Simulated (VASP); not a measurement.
Runs of VASP 6.6.1 on Si. The structure is that of space group I4/mmm (No. 139), or close to it. The cells are those of the table. 

```csv
level,potentials or basis,cell,gap on the mesh (eV),pressure (GPa),largest force (eV/Å)
r2SCAN,"VASP PAW PBE potentials, release 64 (Si)","a = 5.012 Å, angles 98.2, 98.2, 135.5°, 4 atoms",0.32,(a),0.06
r2SCAN,"VASP PAW PBE potentials, release 64 (Si)","a = 5.114 Å, angles 98.2, 98.2, 135.5°, 4 atoms",0.48,(c),0.03
PBEsol,"VASP PAW PBE potentials, release 64 (Si)","a = 5.180 Å, angles 98.2, 98.2, 135.5°, 4 atoms",0.16,(b),0.09
r2SCAN,"VASP PAW PBE potentials, release 64 (Si)","a = 5.147 Å, angles 98.2, 98.2, 135.5°, 4 atoms",0.48,-3.4,0.05
r2SCAN,"VASP PAW PBE potentials, release 64 (Si)","a = 5.180 Å, angles 98.2, 98.2, 135.5°, 4 atoms",0.48,-4.7,0.08
r2SCAN,"VASP PAW PBE potentials, release 64 (Si)","a = 5.047 Å, angles 98.2, 98.2, 135.5°, 4 atoms",0.39,1.8,0.03
r2SCAN,"VASP PAW PBE potentials, release 64 (Si)","a = 4.977 Å, angles 98.2, 98.2, 135.5°, 4 atoms",0.25,6.2,0.10
LDA,"VASP PAW LDA potentials, release 64 (Si)","a = 5.180 Å, angles 98.2, 98.2, 135.5°, 4 atoms",0.15,-6.0,0.10
```

Alike in all rows: task single point; no spin polarisation; k mesh 8 × 8 × 8; cutoff (eV) 520; smearing fermi-dirac 0.05 eV.

**Question.** Fill in the values left out.

**Answer.** (a) 3.9; (b) -4.6; (c) -1.8.

Caveats: the PAW data sets were made with another functional, which shifts forces and pressure a little (at least some runs); the cell stands under tension (at least some runs); the cell stands under pressure (at least some runs).

A k mesh can miss the band edges.
